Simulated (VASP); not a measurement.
Write the native input for VASP 6.6.1 that does the following.

| Property | Result |
| --- | --- |
| Task | single point |
| Functional | r2SCAN |
| Potentials or basis | VASP PAW PBE potentials, release 64 (Ta_pv) |
| Cutoff | 520 eV |
| k mesh | 14 × 14 × 14 |
| Occupations | fermi-dirac, width 0.1 eV |
| Spin | no spin polarisation |
| Dipole correction | no |
| Further INCAR settings | ALGO = Normal; EDIFF = 1e-06; NBANDS = 18 |

Crystal: Ta.

```
CELL_PARAMETERS angstrom
-3.40657 3.40613 1.39932
3.40613 -3.40657 1.39932
1.78097 1.78097 -1.40012
ATOMIC_POSITIONS crystal
Ta 0.99994 0.00006 0.00000
Ta 0.75006 0.24994 0.50000
```

These files were run (other wordings do the same):

POSCAR

```
Ta
1.0
   -3.4065687068      3.4061344947      1.3993216123
    3.4061344947     -3.4065687068      1.3993216123
    1.7809663249      1.7809663249     -1.4001168724
Ta
2
Direct
    0.9999358771      0.0000641229      0.0000000000
    0.7500641229      0.2499358771      0.5000000000
```

INCAR.step1

```
SYSTEM = Ta
ALGO = Normal ; EDIFF = 1E-4
ENCUT = 520 ; GGA = PE
ISMEAR = -1 ; LASPH = .True.
LCHARG = .False. ; LREAL = .False.
LWAVE = .True. ; NBANDS = 18
NELM = 60 ; PREC = Accurate
SIGMA = 0.1
```

INCAR.step2

```
SYSTEM = Ta
ALGO = Normal ; EDIFF = 1E-6
ENCUT = 520 ; ISIF = 2
ISMEAR = -1 ; ISTART = 1
LASPH = .True. ; LCHARG = .True.
LELF = .True. ; LMIXTAU = .True.
LREAL = .False. ; LVHAR = .True.
LWAVE = .False. ; METAGGA = R2SCAN
NBANDS = 18 ; NELM = 60
PREC = Accurate ; SIGMA = 0.1
```

KPOINTS

```
k-points
0
Gamma
  14 14 14
  0 0 0
```

Potentials or basis: VASP PAW PBE potentials, release 64 (Ta_pv).

The run is started by

```bash
$ cat potpaw_PBE.64/Ta_pv/POTCAR > POTCAR
$ cp INCAR.step1 INCAR
$ mpirun -np 1 vasp_std > vasp.out
$ cp INCAR.step2 INCAR
$ mpirun -np 1 vasp_std > vasp.out
```

It gave:

| Property | Result |
| --- | --- |
| Pressure | 19.7 GPa |
| Largest force | 0.018 eV/Å |
| Band gap on the k mesh | zero (bands 11 and 12 overlap by 3.03 eV) |

Caveat: the cell stands under pressure; the PAW data sets were made with another functional, which shifts forces and pressure a little; spin-orbit coupling is left out, which moves the levels of the heavy elements.

Run time: 13 min on 1 thread of Intel(R) Xeon(R) 6975P-C (Granite Rapids), with other jobs on the host, peak memory 0.49 GiB.
